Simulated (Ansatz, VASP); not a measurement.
# Two plane-wave programs on K3Pd

```
K Pd
1.0
     5.44501    0.00000    0.00000
     0.00000    5.44501    0.00000
     0.00000    0.00000    5.44501
K Pd
3 1
Direct
  0.50000 0.50000 0.00000
  0.50000 0.00000 0.50000
  0.00000 0.50000 0.50000
  0.00000 0.00000 0.00000
```

Alike in both runs: task single point; functional PBE; dispersion D4; k mesh 4 × 4 × 4; occupations gaussian, width 0.1 eV; no spin polarisation.

|  | VASP | Ansatz |
| --- | --- | --- |
| version | VASP 6.6.1 | Ansatz 0.2.0 |
| potentials or method | VASP PAW PBE potentials, release 64 (K_sv, Pd), cutoff 520 eV | scalar-relativistic, plane waves, PAW |
| valence electrons in the cell | 37 | 45 |

```csv
,VASP,Ansatz,Ansatz less VASP
gap on the k mesh at the Fermi level (eV),none,none,-
pressure (GPa),-0.3,-0.3,+0.01
```

A gap of «none» marks a metal or a gap that the smearing closes. VASP's potentials hold 37 valence electrons a cell and Ansatz's 45, so a difference there can come from the potentials and not from the codes. Ansatz's warnings: dispersion switch in reach.
